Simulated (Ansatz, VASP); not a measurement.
# Sn: VASP beside Ansatz

File INCAR:

```
PREC = Accurate
ENCUT = 520
EDIFF = 1E-6
ISMEAR = -1
SIGMA = 0.1
LREAL = F
LASPH = T
NELM = 80
ALGO = Normal
ISIF = 2
LWAVE = F
LCHARG = F
GGA = PS
NBANDS = 13
```

The input KPOINTS:

```
Automatic mesh
0
Gamma
  12 12 12
```

File POSCAR:

```
Sn
1.0
   -1.7548479495      1.8046595022      2.3766822898
    1.7548479495     -1.8046595022      2.3766822898
    1.7548479495      1.8046595022     -2.3766822898
Sn
1
Direct
    0.0000000000      0.0000000000      0.0000000000
```

Input for Ansatz:

```yaml
crystal:
  lattice:
    - [-1.7548479494987603, 1.8046595021535428, 2.376682289787158]
    - [1.7548479494987603, -1.8046595021535428, 2.376682289787158]
    - [1.7548479494987603, 1.8046595021535428, -2.376682289787158]
  atoms:
    - { symbol: Sn, position: [0.0, 0.0, 0.0] }
basis:
  ecutwfc: 500.0
kpoints:
  mp_grid:
    grid: [12, 12, 12]
hamiltonian:
  xc: pbesol
scf:
  occupations:
    method: fermi_dirac
output:
  stress: true
```

Alike in both runs: task single point; functional PBEsol; k mesh 12 × 12 × 12; no spin polarisation.

|  | VASP | Ansatz |
| --- | --- | --- |
| version | VASP 6.6.1 | Ansatz 0.2.0 |
| potentials or method | VASP PAW PBE potentials, release 64 (Sn_d), cutoff 520 eV | plane waves, PAW |
| occupations | fermi-dirac, width 0.1 eV | fermi-dirac |
| valence electrons in the cell | 14 | 14 |

VASP gave:

- pressure (GPa): -5.2
- traceless stress, the component that is largest in VASP (GPa): 0.32

Question: Which values does Ansatz return?

Answer: Pressure (GPa): -5.2; traceless stress, the component that is largest in VASP (GPa): 0.31.

VASP's potentials were made for PBE, not for PBEsol.
